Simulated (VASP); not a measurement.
Runs of VASP 6.6.1 on HfO2. The structure is that of space group P-3m1 (No. 164), or close to it. The cells are those of the table. 

```csv
level,cell,smearing,gap on the mesh (eV),pressure (GPa),largest force (eV/Å)
PBE,"a = 3.605, b = 3.605, c = 9.829 Å, angles 90.0, 90.0, 60.0°, 9 atoms",gaussian 0.05 eV,4.04,-10.8,0.57
PBE,"a = 3.605, b = 3.605, c = 9.329 Å, angles 90.0, 90.0, 60.0°, 9 atoms",gaussian 0.05 eV,(b),-10.0,0.67
PBE,"a = 3.605, b = 3.605, c = 10.829 Å, angles 90.0, 90.0, 60.0°, 9 atoms",gaussian 0.05 eV,4.15,-10.1,0.97
PBE,"a = 3.605, b = 3.605, c = 9.579 Å, angles 90.0, 90.0, 60.0°, 9 atoms",gaussian 0.05 eV,3.98,-10.6,0.61
RPBE,"a = 3.605, b = 3.605, c = 10.829 Å, angles 90.0, 90.0, 60.0°, 9 atoms",methfessel-paxton 0.05 eV,4.21,-6.3,0.88
PBE,"a = 3.605, b = 3.605, c = 10.329 Å, angles 90.0, 90.0, 60.0°, 9 atoms",gaussian 0.05 eV,4.12,-10.6,0.84
PBE,"a = 3.605, b = 3.605, c = 8.529 Å, angles 90.0, 90.0, 60.0°, 9 atoms",gaussian 0.05 eV,4.08,(a),3.82
```

Alike in all rows: task single point; potentials or basis VASP PAW PBE potentials, release 64 (Hf_pv, O); no spin polarisation; k mesh 7 × 7 × 3; cutoff (eV) 520.

Task: Estimate the missing entries.

Result: (a) 10.5; (b) 3.92.

Caveats: spin-orbit coupling is left out, which moves the levels of the heavy elements; the PAW data sets were made with another functional, which shifts forces and pressure a little (some runs); forces of over 1 eV/Å act on the atoms, so gaps and moduli don't describe the material at rest (some runs).

A k mesh can miss the band edges, and the runs leave out spin-orbit coupling on Hf.
